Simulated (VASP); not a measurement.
# Na2Te2H (Pbam) in VASP: relaxation of cell and atoms with PBE

Aim: the relaxation of cell and atoms of Na2Te2H with PBE.

Everything below comes from runs of VASP 6.6.1. Logs are shortened: lines on timing, memory, paths and dates and some standing lists are left out, and cuts for length are marked.

## (1) The cell of the first run

It takes space group Pbam (No. 55, orthorhombic). The conventional cell has a = 5.108 Å, b = 8.918 Å, c = 5.766 Å, α = 90.00°, β = 90.00°, γ = 90.00°. Na (site symmetry 2) has 4 Te at 2.55 to 3.34 Å and 2 Na at 2.82 to 2.95 Å and 2 H at 2.92 Å within 3.4 Å. Within 3.0 Å of Te (site symmetry m) lie 2 H at 2.22 to 2.95 Å and 2 Na at 2.55 Å and 2 Te at 2.72 Å. Within 3.0 Å of H (site symmetry 2/m) lie 4 Te at 2.22 to 2.95 Å and 4 Na at 2.92 Å.

The cell was built from a structure type or drawn by symmetry, and may not be a known phase.

## (2) Relaxation of cell and atoms, PBE

The input, INCAR:

```
SYSTEM = Na2Te2H
ALGO     = Normal         ! electronic algorithm
EDIFF    = 1E-6           ! SCF threshold, eV
EDIFFG   = -0.08          ! ionic threshold
ENCUT    = 600            ! plane-wave cutoff, eV
GGA      = PE             ! functional
IBRION   = 2              ! ionic algorithm
ISIF     = 3              ! what is computed and relaxed
ISMEAR   = 0              ! smearing method
LASPH    = .True.         ! aspherical terms in the spheres
LCHARG   = .False.        ! write CHGCAR
LREAL    = .False.        ! projectors in reciprocal space
LWAVE    = .False.        ! write WAVECAR
NELM     = 100            ! most SCF steps
NSW      = 36             ! ionic steps
PREC     = Accurate       ! precision mode
SIGMA    = 0.2            ! smearing width, eV
```

The input, KPOINTS:

```
k-points
0
Gamma
  3 2 3
  0 0 0
```

The input, POSCAR:

```
Na2Te2H
1.0
    5.1078707800      0.0000000000      0.0000000000
    0.0000000000      8.9177840800      0.0000000000
    0.0000000000      0.0000000000      5.7660568300
Na Te H
4 4 2
Direct
    0.0000000000      0.0000000000      0.2444487600
    0.5000000000      0.5000000000      0.7555512400
    0.0000000000      0.0000000000      0.7555512400
    0.5000000000      0.5000000000      0.2444487600
    0.2333415000      0.8027195100      0.0000000000
    0.7666585000      0.1972804900      0.0000000000
    0.7333415000      0.6972804900      0.0000000000
    0.2666585000      0.3027195100      0.0000000000
    0.5000000000      0.0000000000      0.0000000000
    0.0000000000      0.5000000000      0.0000000000
```

Potentials or basis: VASP PAW PBE potentials, release 64 (Na_pv, Te, H).

The run is started by

```bash
$ cat potpaw_PBE.64/Na_pv/POTCAR potpaw_PBE.64/Te/POTCAR potpaw_PBE.64/H/POTCAR > POTCAR
$ mpirun -np 1 vasp_std > vasp.out
```

OUTCAR:

```text
SYSTEM = Na2Te2H
   EDIFF = 1E-6
   EDIFFG = -0.08
   ENCUT = 600
   GGA = PE
   IBRION = 2
   ISIF = 3
   ISMEAR = 0
   LASPH = .True.
   LREAL = .False.
   NELM = 100
   NSW = 36
   PREC = Accurate

 ion  position               nearest neighbor table
   1  0.000  0.000  0.244-   5 2.55   6 2.55
   2  0.500  0.500  0.756-   7 2.55   8 2.55
   3  0.000  0.000  0.756-   5 2.55   6 2.55
   4  0.500  0.500  0.244-   7 2.55   8 2.55
   5  0.233  0.803  0.000-   9 2.22   3 2.55   1 2.55   7 2.72   7 2.72
   6  0.767  0.197  0.000-   9 2.22   3 2.55   1 2.55   8 2.72   8 2.72
   7  0.733  0.697  0.000-  10 2.22   4 2.55   2 2.55   5 2.72   5 2.72
   8  0.267  0.303  0.000-  10 2.22   4 2.55   2 2.55   6 2.72   6 2.72
   9  0.500  0.000  0.000-   5 2.22   6 2.22
  10  0.000  0.500  0.000-   7 2.22   8 2.22

  LATTYP: Found a simple orthorhombic cell.
 ALAT       =     5.1078707800
 B/A-ratio  =     1.1288572241
 C/A-ratio  =     1.7458906977

  Lattice vectors:

 A1 = (  -5.1078707800,   0.0000000000,   0.0000000000)
 A2 = (   0.0000000000,   0.0000000000,   5.7660568300)
 A3 = (   0.0000000000,   8.9177840800,   0.0000000000)

Analysis of symmetry for initial positions (statically):
=====================================================================
 Subroutine PRICEL returns:
 Original cell was already a primitive cell.

 Routine SETGRP: Setting up the symmetry group for a
 simple orthorhombic supercell.

 Subroutine GETGRP returns: Found  8 space group operations
 (whereof  4 operations were pure point group operations)
 out of a pool of  8 trial point group operations.

The static configuration has the point symmetry C_2h.
 The point group associated with its full space group is D_2h.

Analysis of symmetry for dynamics (positions and initial velocities):
=====================================================================
 Subroutine PRICEL returns:
 Original cell was already a primitive cell.

 Routine SETGRP: Setting up the symmetry group for a
 simple orthorhombic supercell.

 Subroutine GETGRP returns: Found  8 space group operations
 (whereof  4 operations were pure point group operations)
 out of a pool of  8 trial point group operations.

The dynamic configuration has the point symmetry C_2h.
 The point group associated with its full space group is D_2h.

 Subroutine INISYM returns: Found  8 space group operations
 (whereof  4 operations are pure point group operations),
 and found     1 'primitive' translations

----------------------------------------------------------------------------------------

                                     Primitive cell

  volume of cell :     262.6490

  direct lattice vectors                    reciprocal lattice vectors
     5.107870780  0.000000000  0.000000000     0.195776292  0.000000000  0.000000000
     0.000000000  8.917784080  0.000000000     0.000000000  0.112135480  0.000000000
     0.000000000  0.000000000  5.766056830     0.000000000  0.000000000  0.173428745

  length of vectors
     5.107870780  8.917784080  5.766056830     0.195776292  0.112135480  0.173428745

  position of ions in fractional coordinates (direct lattice)
     0.000000000  0.000000000  0.244448760
     0.500000000  0.500000000  0.755551240
     0.000000000  0.000000000  0.755551240
     0.500000000  0.500000000  0.244448760
     0.233341500  0.802719510  0.000000000
     0.766658500  0.197280490  0.000000000
     0.733341500  0.697280490  0.000000000
     0.266658500  0.302719510  0.000000000
     0.500000000  0.000000000  0.000000000
     0.000000000  0.500000000  0.000000000

  ion indices of the primitive-cell ions
   primitive index   ion index
                 1           1
                 2           2
                 3           3
                 4           4
                 5           5
                 6           6
                 7           7
                 8           8
                 9           9
                10          10

----------------------------------------------------------------------------------------

 KPOINTS: k-points

Automatic generation of k-mesh.
 Grid dimensions read from file:
 generate k-points for:    3    2    3

 Generating k-lattice:

  Cartesian coordinates                     Fractional coordinates (reciprocal lattice)
     0.065258764  0.000000000  0.000000000     0.333333333  0.000000000  0.000000000
     0.000000000  0.056067740  0.000000000     0.000000000  0.500000000  0.000000000
     0.000000000  0.000000000  0.057809582     0.000000000  0.000000000  0.333333333

  Length of vectors
     0.065258764  0.056067740  0.057809582

  Shift w.r.t. Gamma in fractional coordinates (k-lattice)
     0.000000000  0.000000000  0.000000000

 Subroutine IBZKPT returns following result:
 ===========================================

 Found      8 irreducible k-points:

 Following reciprocal coordinates:
            Coordinates               Weight
  0.000000  0.000000  0.000000      1.000000
  0.333333  0.000000  0.000000      2.000000
  0.000000  0.500000  0.000000      1.000000
  0.333333  0.500000  0.000000      2.000000
  0.000000  0.000000  0.333333      2.000000
  0.333333  0.000000  0.333333      4.000000
  0.000000  0.500000  0.333333      2.000000
  0.333333  0.500000  0.333333      4.000000
   k-points           NKPTS =      8   k-points in BZ     NKDIM =      8   number of bands    NBANDS=     33
   number of dos      NEDOS =    301   number of ions     NIONS =     10
   total plane-waves  NPLWV = 145152
   dimension x,y,z NGX =    42 NGY =   72 NGZ =   48
   dimension x,y,z NGXF=    84 NGYF=  144 NGZF=   96
   ions per type =               4   4   2
   NGX,Y,Z   is equivalent  to a cutoff of  13.67, 13.42, 13.84 a.u.
   NGXF,Y,Z  is equivalent  to a cutoff of  27.34, 26.84, 27.68 a.u.
 SYSTEM =  Na2Te2H
   PREC   = accura    normal or accurate (medium, high low for compatibility)
   ISTART =      0    job   : 0-new  1-cont  2-samecut
   ICHARG =      2    charge: 1-file 2-atom 10-const
   ISPIN  =      1    spin polarized calculation?
   LNONCOLLINEAR =      F non collinear calculations
   LSORBIT =      F    spin-orbit coupling
   LASPH  =      T    aspherical Exc in radial PAW
   ENCUT  =  600.0 eV  44.10 Ry    6.64 a.u.  10.20 17.81 11.52*2*pi/ulx,y,z
   NELM   =    100;   NELMIN=  2; NELMDL= -5     # of ELM steps
   EDIFF  = 0.1E-05   stopping-criterion for ELM
   LREAL  =      F    real-space projection
   EDIFFG = -.8E-01   stopping-criterion for IOM
   NSW    =     36    number of steps for IOM
   IBRION =      2    ionic relax: 0-MD 1-quasi-New 2-CG
   NFREE  =      1    steps in history (QN), initial steepest desc. (CG)
   ISIF   =      3    stress and relaxation
   ISYM   =      2    0-nonsym 1-usesym 2-fastsym
   POTIM  = 0.5000    time-step for ionic-motion
   TEBEG  =    0.0;   TEEND  =   0.0 temperature during run
   PSTRESS=    0.0 pullay stress
   NELECT =      54.0000    total number of electrons
   NUPDOWN=      -1.0000    fix difference up-down
   EMIN   =  10.00;   EMAX   =-10.00  energy-range for DOS
   EFERMI =   0.00;   METHOD = LEGACY
   ISMEAR =     0;   SIGMA  =   0.20  broadening in eV -4-tet -1-fermi 0-gaus
   EFERMI_NEDOS =   21; number of points for ismear=-14 and -15
   IALGO  =     38    algorithm
   IMIX   =      4    mixing-type and parameters
     AMIX     =   0.40;   BMIX     =  1.00
     AMIX_MAG =   1.60;   BMIX_MAG =  1.00
  volume/ion in A,a.u.               =      26.26       177.24
  Fermi-wavevector in a.u.,A,eV,Ry     =   0.966231  1.825911 12.702423  0.933602
  Thomas-Fermi vector in A             =   2.096015
   LORBIT       =      0    0 simple, 1 ext, 2 COOP (PROOUT), +10 PAW based schemes
   GGA     = PE    functional components
   LHFCALC =     F    Hartree Fock is set to
   AEXX    =    0.0000 exact exchange contribution
   IVDW    =     0    specifies the selected vdW correction
   LEPSILON=     F    determine dielectric tensor
   LRPA    =     F    only Hartree local field effects (RPA)
 conjugate gradient relaxation of ions
 non-spin polarized calculation
 Gauss-broadening in eV      SIGMA  =   0.20
  energy-cutoff  :      600.00
  volume of cell :      262.65
 maximum number of plane-waves:      8813
 NGX is ok and might be reduce to    42
   NGX = 21   NGY = 35   NGZ = 23

--------------------------------------- Ionic step        1  -------------------------------------------

 number of electron      54.0000008 magnetization

 Free energy of the ion-electron system (eV)
  ---------------------------------------------------
  ext. energy  EPLUGINS =         0.00000000
  ---------------------------------------------------
  free energy    TOTEN  =       -19.72102961 eV

  energy without entropy =      -19.69692806  energy(sigma->0) =      -19.70897884

------------------------ aborting loop because EDIFF is reached ----------------------------------------

  FORCE on cell =-STRESS in cart. coord.  units (eV):
  Direction    XX          YY          ZZ          XY          YZ          ZX
  --------------------------------------------------------------------------------------
  -------------------------------------------------------------------------------------
  Total       39.6670813     21.2492894     17.0922482      0.0000000      0.0000000      0.0000000
  in kB      241.9719674    129.6221502    104.2639084      0.0000000      0.0000000      0.0000000
  external PRESSURE =     158.6193420 kB  Pullay stress =       0.0000000 kB
[... 113 lines left out ...]
  FREE ENERGIE OF THE ION-ELECTRON SYSTEM (eV)
  ---------------------------------------------------
  free  energy   TOTEN  =       -24.3493701781 eV

  energy  without entropy=      -24.2897703017  energy(sigma->0) =      -24.31957024

[... ionic steps 4 to 19 ...]

--------------------------------------- Ionic step       20  -------------------------------------------

 number of electron      54.0000100 magnetization

------------------------ aborting loop because EDIFF is reached ----------------------------------------

  FORCE on cell =-STRESS in cart. coord.  units (eV):
  Direction    XX          YY          ZZ          XY          YZ          ZX
  --------------------------------------------------------------------------------------
  -------------------------------------------------------------------------------------
  Total       -0.0543108      0.0320811      0.4139450      0.0000000      0.0000000      0.0000000
  in kB       -0.2047017      0.1209161      1.5601911      0.0000000      0.0000000      0.0000000
  external PRESSURE =       0.4921352 kB  Pullay stress =       0.0000000 kB
[... 73 lines left out ...]
  energy  without entropy=      -26.5584120588  energy(sigma->0) =      -26.61631946

--------------------------------------- Ionic step       22  -------------------------------------------

 number of electron      54.0000102 magnetization

 Free energy of the ion-electron system (eV)
  ---------------------------------------------------
  ext. energy  EPLUGINS =         0.00000000
  ---------------------------------------------------
  free energy    TOTEN  =       -26.67876014 eV

  energy without entropy =      -26.56785618  energy(sigma->0) =      -26.62330816

 E-fermi :   0.6887     XC(G=0):  -5.7349

 val. band max:        0.6886602523   @ k =   0.3333   0.5000   0.0000
 cond. band min:       0.6912755846   @ k =   0.3333   0.5000   0.3333
 fundamental gap:      0.0026153323
 Fermi energy:         0.6886949596

 k-point     1 :       0.0000    0.0000    0.0000
  band No.  band energies     occupation
      1     -24.1104      2.00000
      2     -24.1102      2.00000
      3     -24.0544      2.00000
      4     -24.0543      2.00000
      5     -24.0118      2.00000
      6     -24.0114      2.00000
[... 314 lines left out ...]
  FREE ENERGIE OF THE ION-ELECTRON SYSTEM (eV)
  ---------------------------------------------------
  free  energy   TOTEN  =       -26.6787601363 eV

  energy  without entropy=      -26.5678561828  energy(sigma->0) =      -26.62330816

 reached required accuracy - stopping structural energy minimisation
```

Run time: 45 min. Hardware: 1 thread of Intel Xeon 8259CL, shared host; peak memory 0.45 GiB.

Results:

| Quantity | Value |
| --- | --- |
| Free energy | -26.6788 eV |
| Relaxed volume | 42.79 Å³/atom |
| Relaxed cell | a = 6.873 Å, b = 8.181 Å, c = 7.610 Å, α = 90.00°, β = 90.00°, γ = 90.00° |
| Space group after relaxing (to 0.1 Å) | Pbam (No. 55) |
| Energy gained by relaxing | 695.8 meV/atom |
| Ionic steps | 22 |
| Pressure after relaxing | 0.1 GPa |
| Largest force after relaxing | 0.047 eV/Å |
| Band gap on the k mesh | zero (bands 27 and 28 overlap by 0.60 eV) |

Forces in eV/Å, atoms in the order of the input:
```
Na   0.000  0.000 -0.047
Na   0.000  0.000  0.047
Na   0.000  0.000  0.047
Na   0.000  0.000 -0.047
Te  -0.026  0.009  0.000
Te   0.026 -0.009  0.000
Te  -0.026 -0.009  0.000
Te   0.026  0.009  0.000
H    0.000  0.000  0.000
H    0.000  0.000  0.000
```

The path:
```csv
step,energy change (eV),largest force (eV/Å),pressure (GPa),volume (Å³)
1,0.0000,2.1944,15.86,262.65
2,-4.5917,0.9151,-0.79,373.43
3,-4.6283,0.9081,0.14,357.56
4,-4.6307,0.9084,-0.06,360.56
5,-4.9344,0.9684,-0.06,363.16
6,-5.7894,0.9655,0.06,369.64
7,-6.1651,0.9347,1.69,376.29
8,-6.3610,0.5463,0.53,374.18
9,-6.4034,0.3957,0.77,374.98
10,-6.4038,0.3736,0.85,375.16
11,-6.5580,0.4564,-0.16,404.54
12,-6.5626,0.4971,-0.32,410.71
13,-6.7245,0.3899,-0.37,414.71
14,-6.8109,0.1677,-0.48,419.49
15,-6.8246,0.3522,0.74,398.09
16,-6.8495,0.2001,0.17,407.37
17,-6.8814,0.1060,0.18,408.30
18,-6.9138,0.1943,0.30,410.19
19,-6.9339,0.1951,0.17,416.98
20,-6.9420,0.2012,0.05,425.08
21,-6.9532,0.1096,0.09,426.42
22,-6.9577,0.0469,0.15,427.91
```

Final structure:
```
CELL_PARAMETERS angstrom
6.87276 0.00000 0.00000
0.00000 8.18139 0.00000
0.00000 0.00000 7.61008
ATOMIC_POSITIONS crystal
Na 0.00000 0.00000 0.20352
Na 0.50000 0.50000 0.79648
Na 0.00000 0.00000 0.79648
Na 0.50000 0.50000 0.20352
Te 0.32889 0.81092 0.00000
Te 0.67111 0.18908 0.00000
Te 0.82889 0.68908 0.00000
Te 0.17111 0.31092 0.00000
H 0.50000 0.00000 0.00000
H 0.00000 0.50000 0.00000
```

Caveat: the k points lie up to 0.38 Å⁻¹ apart in the final cell, too coarse for converged energies and pressures of a metal; the volume moved by over 15 % at a fixed basis, so the end points are rough; spin-orbit coupling is left out, which moves the levels of the heavy elements; the relaxation stopped at a loose force limit of 0.08 eV/Å, so its end isn't a converged minimum.
